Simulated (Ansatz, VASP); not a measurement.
# One calculation of Si16Ge, two programs

```
CELL_PARAMETERS angstrom
0.00000 5.43000 5.43000
5.43000 0.00000 5.43000
5.43000 5.43000 0.00000
ATOMIC_POSITIONS crystal
Si 0.99969 0.00027 0.99971
Si 0.12401 0.12459 0.12403
Si 0.00392 0.00483 0.49529
Si 0.12395 0.12459 0.62682
Si 0.00404 0.49592 0.00406
Si 0.12401 0.62732 0.12403
Si 0.00391 0.49590 0.49528
Si 0.13493 0.62189 0.62124
Si 0.49527 0.00483 0.00394
Si 0.62680 0.12459 0.12396
Si 0.49521 0.00473 0.49523
Si 0.62114 0.13604 0.62116
Si 0.49526 0.49589 0.00393
Si 0.62123 0.62188 0.13496
Si 0.49929 0.50062 0.49932
Si 0.62112 0.62159 0.62114
Ge 0.74931 0.75059 0.74934
```

Alike in both runs: functional LDA; k mesh 2 × 2 × 2; occupations fermi-dirac, width 0.05 eV; no spin polarisation.

Ansatz relaxed the structure, and its values are those at the end. VASP's run is a single point on that final structure, the one shown.

|  | VASP | Ansatz |
| --- | --- | --- |
| version | VASP 6.6.1 | Ansatz 0.2.0 |
| potentials or method | VASP PAW LDA potentials, release 64 (Si, Ge_d), cutoff 520 eV | scalar-relativistic, plane waves, PAW |
| valence electrons in the cell | 78 | 78 |

|  | VASP | Ansatz | Ansatz less VASP |
| --- | --- | --- | --- |
| rms of the force components (eV/Å) | 0.007 | 0.007 | -0.0006 |

Ansatz warns that its potentials were made for another functional, while VASP's fit it. LDA's correlation is that of Perdew and Zunger in VASP and of Perdew and Wang (1992) in Ansatz.

The k mesh is coarse, so the values compare programs but aren't converged.
